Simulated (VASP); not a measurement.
# Ti (Fm-3m) in VASP: notebook, part 2 of 2

VASP 6.6.1.

### Step 4. Single point, PBE

This run uses another cell than the first one, of 17.90 Å³/atom, 1.059 times its volume.

INCAR reads:

```
PREC = Accurate
ENCUT = 500
EDIFF = 1E-6
ISMEAR = -1
SIGMA = 0.1
LREAL = F
LASPH = T
NELM = 120
ALGO = Normal
ISIF = 2
LWAVE = F
LCHARG = F
GGA = PE
NBANDS = 12
GGA_COMPAT = F
```

KPOINTS reads:

```
regular mesh
0
Gamma
  10 10 10
```

POSCAR reads:

```
Ti
1.0
    0.0000000000      2.0763025172      2.0763025172
    2.0763025172      0.0000000000      2.0763025172
    2.0763025172      2.0763025172      0.0000000000
Ti
1
Direct
    0.0000000000      0.0000000000      0.0000000000
```

Potentials or basis: VASP PAW PBE potentials, release 64 (Ti_sv).

Run with:

```bash
> cat potpaw_PBE.64/Ti_sv/POTCAR > POTCAR
> mpirun -np 1 vasp_std > vasp.out
```

OUTCAR:

```text
PREC = Accurate
   ENCUT = 500
   EDIFF = 1E-6
   ISMEAR = -1
   LREAL = F
   LASPH = T
   NELM = 120
   ISIF = 2
   GGA = PE

 ion  position               nearest neighbor table
   1  0.000  0.000  0.000-

  LATTYP: Found a face centered cubic cell.
 ALAT       =     4.1526050344

  Lattice vectors:

 A1 = (   0.0000000000,   2.0763025172,   2.0763025172)
 A2 = (   2.0763025172,   0.0000000000,   2.0763025172)
 A3 = (   2.0763025172,   2.0763025172,   0.0000000000)

Analysis of symmetry for initial positions (statically):
=====================================================================
 Subroutine PRICEL returns:
 Original cell was already a primitive cell.

 Routine SETGRP: Setting up the symmetry group for a
 face centered cubic supercell.

 Subroutine GETGRP returns: Found 48 space group operations
 (whereof 48 operations were pure point group operations)
 out of a pool of 48 trial point group operations.

The static configuration has the point symmetry O_h .

Analysis of symmetry for dynamics (positions and initial velocities):
=====================================================================
 Subroutine PRICEL returns:
 Original cell was already a primitive cell.

 Routine SETGRP: Setting up the symmetry group for a
 face centered cubic supercell.

 Subroutine GETGRP returns: Found 48 space group operations
 (whereof 48 operations were pure point group operations)
 out of a pool of 48 trial point group operations.

The dynamic configuration has the point symmetry O_h .

 Subroutine INISYM returns: Found 48 space group operations
 (whereof 48 operations are pure point group operations),
 and found     1 'primitive' translations

----------------------------------------------------------------------------------------

                                     Primitive cell

  volume of cell :      17.9020

  direct lattice vectors                    reciprocal lattice vectors
     0.000000000  2.076302517  2.076302517    -0.240812693  0.240812693  0.240812693
     2.076302517  0.000000000  2.076302517     0.240812693 -0.240812693  0.240812693
     2.076302517  2.076302517  0.000000000     0.240812693  0.240812693 -0.240812693

  length of vectors
     2.936335179  2.936335179  2.936335179     0.417099819  0.417099819  0.417099819

  position of ions in fractional coordinates (direct lattice)
     0.000000000  0.000000000  0.000000000

  ion indices of the primitive-cell ions
   primitive index   ion index
                 1           1

----------------------------------------------------------------------------------------

 KPOINTS: regular mesh

Automatic generation of k-mesh.
 Grid dimensions read from file:
 generate k-points for:   10   10   10

 Generating k-lattice:

  Cartesian coordinates                     Fractional coordinates (reciprocal lattice)
    -0.024081269  0.024081269  0.024081269     0.100000000  0.000000000  0.000000000
     0.024081269 -0.024081269  0.024081269     0.000000000  0.100000000  0.000000000
     0.024081269  0.024081269 -0.024081269     0.000000000  0.000000000  0.100000000

  Length of vectors
     0.041709982  0.041709982  0.041709982

  Shift w.r.t. Gamma in fractional coordinates (k-lattice)
     0.000000000  0.000000000  0.000000000

 Subroutine IBZKPT returns following result:
 ===========================================

 Found     47 irreducible k-points:

 Following reciprocal coordinates:
            Coordinates               Weight
  0.000000  0.000000  0.000000      1.000000
  0.100000  0.000000  0.000000      8.000000
  0.200000  0.000000  0.000000      8.000000
  0.300000  0.000000  0.000000      8.000000
  0.400000  0.000000  0.000000      8.000000
  0.500000  0.000000  0.000000      4.000000
[... 16 lines left out ...]
  0.300000  0.300000  0.000000      6.000000
  0.400000  0.300000  0.000000     24.000000
 [... further k-points ...]
   k-points           NKPTS =     47   k-points in BZ     NKDIM =     47   number of bands    NBANDS=     12
   number of dos      NEDOS =    301   number of ions     NIONS =      1
   total plane-waves  NPLWV =  13824
   dimension x,y,z NGX =    24 NGY =   24 NGZ =   24
   dimension x,y,z NGXF=    48 NGYF=   48 NGZF=   48
   ions per type =               1
   NGX,Y,Z   is equivalent  to a cutoff of  13.59, 13.59, 13.59 a.u.
   NGXF,Y,Z  is equivalent  to a cutoff of  27.18, 27.18, 27.18 a.u.
 SYSTEM =  unknown system
   PREC   = accura    normal or accurate (medium, high low for compatibility)
   ISTART =      0    job   : 0-new  1-cont  2-samecut
   ICHARG =      2    charge: 1-file 2-atom 10-const
   ISPIN  =      1    spin polarized calculation?
   LNONCOLLINEAR =      F non collinear calculations
   LSORBIT =      F    spin-orbit coupling
   LASPH  =      T    aspherical Exc in radial PAW
   ENCUT  =  500.0 eV  36.75 Ry    6.06 a.u.   5.35  5.35  5.35*2*pi/ulx,y,z
   NELM   =    120;   NELMIN=  2; NELMDL= -5     # of ELM steps
   EDIFF  = 0.1E-05   stopping-criterion for ELM
   LREAL  =      F    real-space projection
   EDIFFG = 0.1E-04   stopping-criterion for IOM
   NSW    =      0    number of steps for IOM
   IBRION =     -1    ionic relax: 0-MD 1-quasi-New 2-CG
   NFREE  =      0    steps in history (QN), initial steepest desc. (CG)
   ISIF   =      2    stress and relaxation
   ISYM   =      2    0-nonsym 1-usesym 2-fastsym
   POTIM  = 0.5000    time-step for ionic-motion
   TEBEG  =    0.0;   TEEND  =   0.0 temperature during run
   PSTRESS=    0.0 pullay stress
   NELECT =      12.0000    total number of electrons
   NUPDOWN=      -1.0000    fix difference up-down
   EMIN   =  10.00;   EMAX   =-10.00  energy-range for DOS
   EFERMI =   0.00;   METHOD = LEGACY
   ISMEAR =    -1;   SIGMA  =   0.10  broadening in eV -4-tet -1-fermi 0-gaus
   EFERMI_NEDOS =   21; number of points for ismear=-14 and -15
   IALGO  =     38    algorithm
   IMIX   =      4    mixing-type and parameters
     AMIX     =   0.40;   BMIX     =  1.00
     AMIX_MAG =   1.60;   BMIX_MAG =  1.00
  volume/ion in A,a.u.               =      17.90       120.81
  Fermi-wavevector in a.u.,A,eV,Ry     =   1.432742  2.707490 27.929349  2.052749
  Thomas-Fermi vector in A             =   2.552336
   LORBIT       =      0    0 simple, 1 ext, 2 COOP (PROOUT), +10 PAW based schemes
   GGA     = PE    functional components
   LHFCALC =     F    Hartree Fock is set to
   AEXX    =    0.0000 exact exchange contribution
   IVDW    =     0    specifies the selected vdW correction
   LEPSILON=     F    determine dielectric tensor
   LRPA    =     F    only Hartree local field effects (RPA)
 non-spin polarized calculation
  energy-cutoff  :      500.00
  volume of cell :       17.90
 maximum number of plane-waves:       469
 NGX is ok and might be reduce to    24
   NGX = 11   NGY = 11   NGZ = 11

 number of electron      11.9999997 magnetization

 Free energy of the ion-electron system (eV)
  ---------------------------------------------------
  ext. energy  EPLUGINS =         0.00000000
  ---------------------------------------------------
  free energy    TOTEN  =        -7.80101731 eV

  energy without entropy =       -7.74117658  energy(sigma->0) =       -7.77109695

 E-fermi :   7.9061     XC(G=0): -11.3563

 val. band max:        7.8872442973   @ k =   0.3000   0.0000   0.0000
 cond. band min:       7.9261776155   @ k =  -0.2000   0.1000   0.0000
 fundamental gap:      0.0389333182
 Fermi energy:         7.9060505959

 k-point     1 :       0.0000    0.0000    0.0000
  band No.  band energies     occupation
      1     -48.8522      2.00000
      2     -24.7450      2.00000
      3     -24.7450      2.00000
      4     -24.7450      2.00000
      5       1.8805      2.00000
      6       8.7631      0.00038
      7       8.7631      0.00038
      8       8.7631      0.00038
      9      10.3280      0.00000
     10      10.3280      0.00000
     11      22.9813      0.00000
     12      27.3080      0.00000

 k-point     2 :       0.1000    0.0000    0.0000
  band No.  band energies     occupation
      1     -48.8421      2.00000
      2     -24.8045      2.00000
      3     -24.7525      2.00000
      4     -24.7525      2.00000
      5       2.1922      2.00000
      6       8.5798      0.00237
      7       8.8682      0.00013
      8       8.8682      0.00013
      9      10.2652      0.00000
     10      10.2652      0.00000
     11      23.1527      0.00000
     12      25.3196      0.00000
[... 316 lines left out ...]
 k-point    24 :       0.4000    0.3000    0.0000
  band No.  band energies     occupation
      1     -48.7378      2.00000
      2     -25.2035      2.00000
      3     -24.9280      2.00000
      4     -24.9088      2.00000
      5       5.3883      2.00000
      6       6.7787      1.99997
      7       8.8173      0.00022
      8      10.4303      0.00000
      9      11.1750      0.00000
     10      11.2931      0.00000
     11      19.8396      0.00000
     12      20.9908      0.00000

 [... further k-points ...]
[... 5 lines left out ...]
  --------------------------------------------------------------------------------------
  -------------------------------------------------------------------------------------
  Total       -0.3359734     -0.3359734     -0.3359734      0.0000000     -0.0000000      0.0000000
  in kB      -30.0686295    -30.0686295    -30.0686295      0.0000000     -0.0000000      0.0000000
  external PRESSURE =     -30.0686295 kB  Pullay stress =       0.0000000 kB

 VOLUME and BASIS-vectors are now :
 -----------------------------------------------------------------------------
  energy-cutoff  :      500.00
  volume of cell :       17.90
      direct lattice vectors                 reciprocal lattice vectors
     0.000000000  2.076302517  2.076302517    -0.240812693  0.240812693  0.240812693
     2.076302517  0.000000000  2.076302517     0.240812693 -0.240812693  0.240812693
     2.076302517  2.076302517  0.000000000     0.240812693  0.240812693 -0.240812693

 POSITION                                       TOTAL-FORCE (eV/Angst)
 -----------------------------------------------------------------------------------
      0.00000      0.00000      0.00000        -0.000000     -0.000000     -0.000000
 -----------------------------------------------------------------------------------
    total drift:                                0.000000      0.000000      0.000000

  FREE ENERGIE OF THE ION-ELECTRON SYSTEM (eV)
  ---------------------------------------------------
  free  energy   TOTEN  =        -7.8010173100 eV

  energy  without entropy=       -7.7411765830  energy(sigma->0) =       -7.77109695
```

stdout:

```text
POSCAR found type information on POSCAR Ti
 POSCAR found :  1 types and       1 ions
 scaLAPACK will be used
 LDA part: xc-table for (Slater+PW92), standard interpolation
 POSCAR, INCAR and KPOINTS ok, starting setup
 FFT: planning ... GRIDC
 FFT: planning ... GRID_SOFT
 FFT: planning ... GRID
 WAVECAR not read
 entering main loop
```

Run time: 14 s. Hardware: 1 thread of Intel Xeon 8259CL, shared host; peak memory 0.14 GiB.

What came out:

| Quantity | Value |
| --- | --- |
| Free energy | -7.8010 eV |
| Pressure | -3.0 GPa |
| Band gap on the k mesh | zero (band 6 reaches 8.76 eV, above the bottom of band 7 at 7.65 eV) |

### Step 5. The runs side by side

| cell | gap on the mesh (eV) | pressure (GPa) |
| --- | --- | --- |
| a = 2.880 Å, angles 60.0°, 1 atom | none | 3.1 |
| a = 2.909 Å, angles 60.0°, 1 atom | none | -0.1 |
| a = 2.936 Å, angles 60.0°, 1 atom | none | -3.0 |

Alike in all rows: task single point; level PBE; potentials or basis VASP PAW PBE potentials, release 64 (Ti_sv); no spin polarisation; k mesh 10 × 10 × 10; cutoff (eV) 500; smearing fermi-dirac 0.1 eV.

Absolute energies hang on the potentials; compare differences alone.
